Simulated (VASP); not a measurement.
Set up this calculation in VASP 6.6.1, as the native input.

| Quantity | Value |
| --- | --- |
| Task | single point |
| Functional | PBEsol |
| Potentials or basis | VASP PAW PBE potentials, release 64 (B, N) |
| Cutoff | 520 eV |
| k mesh | 12 × 12 × 1 |
| Occupations | gaussian, width 0.05 eV |
| Spin | no spin polarisation |
| Dipole correction | yes |
| Further INCAR settings | ALGO = Normal; EDIFF = 1e-06; NBANDS = 21 |

The structure of BN lies in POSCAR:

```
BN
1.0
    2.5043488508      0.0000000000      0.0000000000
   -1.2521744254      2.1688297247      0.0000000000
    0.0000000000      0.0000000000     22.0190941495
B N
3 3
Direct
    0.3333333333      0.6666666667      0.3403993359
    0.6666666667      0.3333333333      0.5000002820
    0.3333333333      0.6666666667      0.6596003678
    0.6666666667      0.3333333333      0.3402797738
    0.3333333333      0.6666666667      0.5000002955
    0.6666666667      0.3333333333      0.6597199451
```

The input as run:

INCAR

```
SYSTEM = BN
PREC = Accurate
ENCUT = 520
EDIFF = 1E-6
ISMEAR = 0
SIGMA = 0.05
LREAL = .False.
LASPH = .True.
NELM = 60
ALGO = Normal
ISIF = 2
LWAVE = .False.
LCHARG = .True.
LDIPOL = .True.
IDIPOL = 3
DIPOL = 0.5 0.5 0.500
GGA = PS
LELF = .True.
LVHAR = .True.
LVACPOTAV = .True.
NBANDS = 21
```

KPOINTS

```
Automatic mesh
0
Gamma
  12 12 1
  0 0 0
```

Potentials or basis: VASP PAW PBE potentials, release 64 (B, N).

Launch:

```console
$ cat potpaw_PBE.64/B/POTCAR potpaw_PBE.64/N/POTCAR > POTCAR
$ mpirun -np 1 vasp_std > vasp.out
```

Results of the run:

The largest force is 0.012 eV/Å and the band gap on the k mesh is 4.35 eV (least direct gap 4.61 eV).

Caveat: the PAW data sets were made with another functional, which shifts forces and pressure a little.

It took 110 s on 1 thread of Intel Xeon 8259CL, with other jobs on the host, peak memory 0.25 GiB.
